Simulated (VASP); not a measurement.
Pd, 2 atoms in the cell. Symmetry: P6_3/mmc, No. 194, hexagonal system. The conventional cell has a = 2.729 Å, b = 2.729 Å, c = 4.532 Å, α = 90.00°, β = 90.00°, γ = 120.00°. Within 3.6 Å of Pd (site symmetry -6m2) lie 12 Pd at 2.73 to 2.76 Å. 

| Property | Result |
| --- | --- |
| Program | VASP 6.6.1 |
| Task | single point |
| Functional | PBEsol |
| Potentials or basis | VASP PAW PBE potentials, release 64 (Pd) |
| Cutoff | 520 eV |
| k mesh | 12 × 12 × 4 |
| Occupations | gaussian, width 0.1 eV |
| Spin | no spin polarisation |
| Dipole correction | no |
| Further INCAR settings | ALGO = Fast; EDIFF = 1e-06; NBANDS = 17 |

Potentials or basis: VASP PAW PBE potentials, release 64 (Pd).

Command:

```console
$ cat potpaw_PBE.64/Pd/POTCAR > POTCAR
$ mpirun -np 1 vasp_std > vasp.out
```

Hardware: 1 thread of Intel Xeon 6975P-C, with other jobs on the host.

How long does it take, and how much memory?

Run time: 14 s on 1 thread of Intel Xeon 6975P-C, with other jobs on the host, peak memory 0.15 GiB. Counts: scf iterations 13, k points 57.
